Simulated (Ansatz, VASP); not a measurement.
**One calculation of Pb, two programs**

```xyz
2
Lattice="-2.9393 2.9053 1.5879 2.9053 -2.9393 1.5879 3.0058 3.0058 -1.6502" Properties=species:S:1:pos:R:3 pbc="T T T"
Pb    0.0754    5.9023   -0.0623
Pb    0.0159    2.9559    0.7628
```

Alike in both runs: task single point; functional LDA; k mesh 12 × 12 × 8; occupations fermi-dirac, width 0.1 eV; no spin polarisation.

```csv
,VASP,Ansatz
version,VASP 6.6.1,Ansatz 0.2.0
potentials or method,"VASP PAW LDA potentials, release 64 (Pb_d), cutoff 520 eV","plane waves (420 eV) with PAW, scalar-relativistic"
valence electrons in the cell,28,28
```

|  | VASP | Ansatz | Ansatz less VASP |
| --- | --- | --- | --- |
| pressure (GPa) | 5.2 | 5.1 | -0.10 |
| traceless stress, the component that is largest in VASP (GPa) | 0.26 | 0.25 | -0.010 |

Ansatz warns that its potentials were made for another functional, while VASP's fit it. LDA's correlation is that of Perdew and Zunger in VASP and of Perdew and Wang (1992) in Ansatz.

Spin-orbit coupling is off throughout.
